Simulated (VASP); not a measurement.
# BP (P6_3/mmc) in VASP: a series of runs

Aim: see how the results for BP move with the level of theory and the settings. Levels: PBE, LDA, PBEsol. Tasks: single point.

Program: VASP 6.6.1. These are calculated values, not measurements. Logs are shortened: lines on timing, memory, paths and dates and some standing lists are left out, and cuts for length are marked.

## (1) The cell of the first run

The structure is hexagonal, space group P6_3/mmc (No. 194). The conventional cell has a = 3.204 Å, b = 3.204 Å, c = 8.467 Å, α = 90.00°, β = 90.00°, γ = 120.00°. Within 2.5 Å of B (site symmetry -6m2) lie 3 P at 1.85 Å. Within 2.5 Å of P (site symmetry -6m2) lie 3 B at 1.85 Å.

## (2) Single point, PBE

Contents of INCAR:

```
SYSTEM = BP
ALGO = Normal
EDIFF = 1E-6
ENCUT = 520
GGA = PE
ISIF = 2
ISMEAR = 0
LASPH = .TRUE.
LCHARG = .FALSE.
LREAL = .FALSE.
LWAVE = .FALSE.
NBANDS = 16
NELM = 80
PREC = Accurate
SIGMA = 0.01
```

Contents of KPOINTS:

```
k-points
0
G
  6 6 2
  0 0 0
```

Contents of POSCAR:

```
BP
1.0
    3.2039355360      0.0000000000      0.0000000000
   -1.6019677680      2.7746895663      0.0000000000
    0.0000000000      0.0000000000      8.4666271308
B P
2 2
Direct
    0.3333333333      0.6666666667      0.2500000000
    0.6666666667      0.3333333333      0.7500000000
    0.6666666667      0.3333333333      0.2500000000
    0.3333333333      0.6666666667      0.7500000000
```

Potentials or basis: VASP PAW PBE potentials, release 64 (B, P).

On the command line:

```sh
cat potpaw_PBE.64/B/POTCAR potpaw_PBE.64/P/POTCAR > POTCAR
mpirun -np 1 vasp_std > vasp.out
```

OUTCAR:

```text
SYSTEM = BP
   EDIFF = 1E-6
   ENCUT = 520
   GGA = PE
   ISIF = 2
   ISMEAR = 0
   LASPH = .TRUE.
   LREAL = .FALSE.
   NELM = 80
   PREC = Accurate

 ion  position               nearest neighbor table
   1  0.333  0.667  0.250-   3 1.85   3 1.85   3 1.85
   2  0.667  0.333  0.750-   4 1.85   4 1.85   4 1.85
   3  0.667  0.333  0.250-   1 1.85   1 1.85   1 1.85
   4  0.333  0.667  0.750-   2 1.85   2 1.85   2 1.85

  LATTYP: Found a hexagonal cell.
 ALAT       =     3.2039355360
 C/A-ratio  =     2.6425709992

  Lattice vectors:

 A1 = (   3.2039355360,   0.0000000000,   0.0000000000)
 A2 = (  -1.6019677680,   2.7746895663,   0.0000000000)
 A3 = (   0.0000000000,   0.0000000000,   8.4666271308)

Analysis of symmetry for initial positions (statically):
=====================================================================
 Subroutine PRICEL returns:
 Original cell was already a primitive cell.

 Routine SETGRP: Setting up the symmetry group for a
 hexagonal supercell.

 Subroutine GETGRP returns: Found 24 space group operations
 (whereof 12 operations were pure point group operations)
 out of a pool of 24 trial point group operations.

The static configuration has the point symmetry D_3d.
 The point group associated with its full space group is D_6h.

Analysis of symmetry for dynamics (positions and initial velocities):
=====================================================================
 Subroutine PRICEL returns:
 Original cell was already a primitive cell.

 Routine SETGRP: Setting up the symmetry group for a
 hexagonal supercell.

 Subroutine GETGRP returns: Found 24 space group operations
 (whereof 12 operations were pure point group operations)
 out of a pool of 24 trial point group operations.

The dynamic configuration has the point symmetry D_3d.
 The point group associated with its full space group is D_6h.

 Subroutine INISYM returns: Found 24 space group operations
 (whereof 12 operations are pure point group operations),
 and found     1 'primitive' translations

----------------------------------------------------------------------------------------

                                     Primitive cell

  volume of cell :      75.2677

  direct lattice vectors                    reciprocal lattice vectors
     3.203935536  0.000000000  0.000000000     0.312116142  0.180200339  0.000000000
    -1.601967768  2.774689566  0.000000000     0.000000000  0.360400678  0.000000000
     0.000000000  0.000000000  8.466627131     0.000000000  0.000000000  0.118110788

  length of vectors
     3.203935536  3.203935536  8.466627131     0.360400678  0.360400678  0.118110788

  position of ions in fractional coordinates (direct lattice)
     0.333333333  0.666666667  0.250000000
     0.666666667  0.333333333  0.750000000
     0.666666667  0.333333333  0.250000000
     0.333333333  0.666666667  0.750000000

  ion indices of the primitive-cell ions
   primitive index   ion index
                 1           1
                 2           2
                 3           3
                 4           4

----------------------------------------------------------------------------------------

 KPOINTS: k-points

Automatic generation of k-mesh.
 Grid dimensions read from file:
 generate k-points for:    6    6    2

 Generating k-lattice:

  Cartesian coordinates                     Fractional coordinates (reciprocal lattice)
     0.052019357  0.030033390  0.000000000     0.166666667  0.000000000  0.000000000
     0.000000000  0.060066780  0.000000000     0.000000000  0.166666667  0.000000000
     0.000000000  0.000000000  0.059055394     0.000000000  0.000000000  0.500000000

  Length of vectors
     0.060066780  0.060066780  0.059055394

  Shift w.r.t. Gamma in fractional coordinates (k-lattice)
     0.000000000  0.000000000  0.000000000

 Subroutine IBZKPT returns following result:
 ===========================================

 Found     14 irreducible k-points:

 Following reciprocal coordinates:
            Coordinates               Weight
  0.000000  0.000000  0.000000      1.000000
  0.166667  0.000000  0.000000      6.000000
  0.333333  0.000000  0.000000      6.000000
  0.500000 -0.000000  0.000000      3.000000
  0.166667  0.166667  0.000000      6.000000
  0.333333  0.166667  0.000000     12.000000
  0.333333  0.333333  0.000000      2.000000
  0.000000  0.000000  0.500000      1.000000
  0.166667  0.000000  0.500000      6.000000
  0.333333  0.000000  0.500000      6.000000
  0.500000 -0.000000  0.500000      3.000000
  0.166667  0.166667  0.500000      6.000000
  0.333333  0.166667  0.500000     12.000000
  0.333333  0.333333  0.500000      2.000000
   k-points           NKPTS =     14   k-points in BZ     NKDIM =     14   number of bands    NBANDS=     16
   number of dos      NEDOS =    301   number of ions     NIONS =      4
   total plane-waves  NPLWV =  36864
   dimension x,y,z NGX =    24 NGY =   24 NGZ =   64
   dimension x,y,z NGXF=    48 NGYF=   48 NGZF=  128
   ions per type =               2   2
   NGX,Y,Z   is equivalent  to a cutoff of  12.45, 12.45, 12.57 a.u.
   NGXF,Y,Z  is equivalent  to a cutoff of  24.91, 24.91, 25.13 a.u.
 SYSTEM =  BP
   PREC   = accura    normal or accurate (medium, high low for compatibility)
   ISTART =      0    job   : 0-new  1-cont  2-samecut
   ICHARG =      2    charge: 1-file 2-atom 10-const
   ISPIN  =      1    spin polarized calculation?
   LNONCOLLINEAR =      F non collinear calculations
   LSORBIT =      F    spin-orbit coupling
   LASPH  =      T    aspherical Exc in radial PAW
   ENCUT  =  520.0 eV  38.22 Ry    6.18 a.u.   5.96  5.96 15.74*2*pi/ulx,y,z
   NELM   =     80;   NELMIN=  2; NELMDL= -5     # of ELM steps
   EDIFF  = 0.1E-05   stopping-criterion for ELM
   LREAL  =      F    real-space projection
   EDIFFG = 0.1E-04   stopping-criterion for IOM
   NSW    =      0    number of steps for IOM
   IBRION =     -1    ionic relax: 0-MD 1-quasi-New 2-CG
   NFREE  =      0    steps in history (QN), initial steepest desc. (CG)
   ISIF   =      2    stress and relaxation
   ISYM   =      2    0-nonsym 1-usesym 2-fastsym
   POTIM  = 0.5000    time-step for ionic-motion
   TEBEG  =    0.0;   TEEND  =   0.0 temperature during run
   PSTRESS=    0.0 pullay stress
   NELECT =      16.0000    total number of electrons
   NUPDOWN=      -1.0000    fix difference up-down
   EMIN   =  10.00;   EMAX   =-10.00  energy-range for DOS
   EFERMI =   0.00;   METHOD = LEGACY
   ISMEAR =     0;   SIGMA  =   0.01  broadening in eV -4-tet -1-fermi 0-gaus
   EFERMI_NEDOS =   21; number of points for ismear=-14 and -15
   IALGO  =     38    algorithm
   IMIX   =      4    mixing-type and parameters
     AMIX     =   0.40;   BMIX     =  1.00
     AMIX_MAG =   1.60;   BMIX_MAG =  1.00
  volume/ion in A,a.u.               =      18.82       126.98
  Fermi-wavevector in a.u.,A,eV,Ry     =   0.977039  1.846336 12.988196  0.954605
  Thomas-Fermi vector in A             =   2.107705
   LORBIT       =      0    0 simple, 1 ext, 2 COOP (PROOUT), +10 PAW based schemes
   GGA     = PE    functional components
   LHFCALC =     F    Hartree Fock is set to
   AEXX    =    0.0000 exact exchange contribution
   IVDW    =     0    specifies the selected vdW correction
   LEPSILON=     F    determine dielectric tensor
   LRPA    =     F    only Hartree local field effects (RPA)
 non-spin polarized calculation
 Gauss-broadening in eV      SIGMA  =   0.01
  energy-cutoff  :      520.00
  volume of cell :       75.27
 maximum number of plane-waves:      2058
 NGX is ok and might be reduce to    24
   NGX = 11   NGY = 11   NGZ = 31

 number of electron      16.0000001 magnetization

 Free energy of the ion-electron system (eV)
  ---------------------------------------------------
  ext. energy  EPLUGINS =         0.00000000
  ---------------------------------------------------
  free energy    TOTEN  =       -24.31429280 eV

  energy without entropy =      -24.31429280  energy(sigma->0) =      -24.31429280

 E-fermi :   2.5318     XC(G=0):  -8.3301

 val. band max:        2.4800145810   @ k =   0.3333   0.3333   0.5000
 cond. band min:       3.3529116440   @ k =   0.3333   0.3333   0.5000
 fundamental gap:      0.8728970630
 Fermi energy:         2.5318062221

 k-point     1 :       0.0000    0.0000    0.0000
  band No.  band energies     occupation
      1     -11.2832      2.00000
      2     -11.1577      2.00000
      3      -2.2432      2.00000
      4      -1.0444      2.00000
      5       0.8412      2.00000
      6       0.8412      2.00000
[... 8 lines left out ...]
     15       8.4628      0.00000
     16      10.8967      0.00000

 k-point     2 :       0.1667    0.0000    0.0000
  band No.  band energies     occupation
      1     -10.8595      2.00000
      2     -10.7373      2.00000
      3      -1.7757      2.00000
      4      -0.9752      2.00000
      5      -0.9207      2.00000
      6      -0.6001      2.00000
[... 8 lines left out ...]
     15       9.5818      0.00000
     16       9.7336      0.00000

 k-point     3 :       0.3333    0.0000    0.0000
  band No.  band energies     occupation
      1      -9.6542      2.00000
      2      -9.5443      2.00000
      3      -3.9993      2.00000
      4      -3.9221      2.00000
      5      -0.7938      2.00000
      6      -0.7529      2.00000
[... 8 lines left out ...]
     15      11.9960      0.00000
     16      12.2813      0.00000

 k-point     4 :       0.5000   -0.0000    0.0000
  band No.  band energies     occupation
      1      -8.4422      2.00000
      2      -8.3756      2.00000
      3      -5.8755      2.00000
      4      -5.8134      2.00000
      5      -1.1634      2.00000
      6      -1.1209      2.00000
[... 8 lines left out ...]
     15      12.0700      0.00000
     16      13.0461      0.00000
[... 134 lines left out ...]
 k-point    12 :       0.1667    0.1667    0.5000
  band No.  band energies     occupation
      1      -9.9823      2.00000
      2      -9.9823      2.00000
      3      -2.7868      2.00000
      4      -2.7868      2.00000
      5      -1.2946      2.00000
      6      -1.2946      2.00000
[... 8 lines left out ...]
     15       9.3928      0.00000
     16       9.3928      0.00000

 k-point    13 :       0.3333    0.1667    0.5000
  band No.  band energies     occupation
      1      -8.5761      2.00000
      2      -8.5761      2.00000
      3      -5.0842      2.00000
      4      -5.0842      2.00000
      5      -2.3829      2.00000
      6      -2.3829      2.00000
[... 8 lines left out ...]
     15      10.9996      0.00000
     16      10.9996      0.00000

 k-point    14 :       0.3333    0.3333    0.5000
  band No.  band energies     occupation
      1      -7.7604      2.00000
      2      -7.7604      2.00000
      3      -5.4235      2.00000
      4      -5.4235      2.00000
      5      -3.7910      2.00000
      6      -3.7910      2.00000
[... 8 lines left out ...]
     15      11.3124      0.00000
     16      11.3124      0.00000

------------------------ aborting loop because EDIFF is reached ----------------------------------------

  FORCE on cell =-STRESS in cart. coord.  units (eV):
  Direction    XX          YY          ZZ          XY          YZ          ZX
  --------------------------------------------------------------------------------------
  -------------------------------------------------------------------------------------
  Total        0.5800063      0.5800063      0.2647343      0.0000000      0.0000000      0.0000000
  in kB       12.3462393     12.3462393      5.6352361      0.0000000      0.0000000      0.0000000
  external PRESSURE =      10.1092382 kB  Pullay stress =       0.0000000 kB

 VOLUME and BASIS-vectors are now :
 -----------------------------------------------------------------------------
  energy-cutoff  :      520.00
  volume of cell :       75.27
      direct lattice vectors                 reciprocal lattice vectors
     3.203935536  0.000000000  0.000000000     0.312116142  0.180200339  0.000000000
    -1.601967768  2.774689566  0.000000000     0.000000000  0.360400678  0.000000000
     0.000000000  0.000000000  8.466627131     0.000000000  0.000000000  0.118110788

 POSITION                                       TOTAL-FORCE (eV/Angst)
 -----------------------------------------------------------------------------------
     -0.00000      1.84979      2.11666         0.000000     -0.000000      0.000000
      1.60197      0.92490      6.34997        -0.000000      0.000000      0.000000
      1.60197      0.92490      2.11666         0.000000     -0.000000      0.000000
     -0.00000      1.84979      6.34997        -0.000000      0.000000      0.000000
 -----------------------------------------------------------------------------------
    total drift:                               -0.000000      0.000000      0.000000

  FREE ENERGIE OF THE ION-ELECTRON SYSTEM (eV)
  ---------------------------------------------------
  free  energy   TOTEN  =       -24.3142927969 eV

  energy  without entropy=      -24.3142927969  energy(sigma->0) =      -24.31429280
```

It took 5.9 s on 1 thread of Intel Xeon 6975P-C (Granite Rapids), shared host; peak memory 0.17 GiB.

Results:

```
Free energy            : -24.3143 eV
Pressure               : 1.0 GPa
Band gap on the k mesh : 0.87 eV, direct
```

Levels at points of the mesh, in eV from the valence-band top:
```tsv
k point	band 6	band 7	band 8	band 9	band 10	band 11
(0.00, 0.00, 0.00)	-1.64	-1.61	-1.61	3.41	4.67	4.67
(0.50, 0.00, 0.00)	-3.60	-1.49	-0.59	0.98	2.06	2.81
(0.00, 0.00, 0.50)	-1.62	-1.62	-1.62	4.71	4.71	4.71
(0.50, 0.00, 0.50)	-3.62	-1.07	-1.07	1.45	1.45	2.89
```

Caveat: this functional lacks dispersion, which binds the layers, so the pressure and a relaxed spacing across them are unreliable.

(Continued in part 2 of 2.)
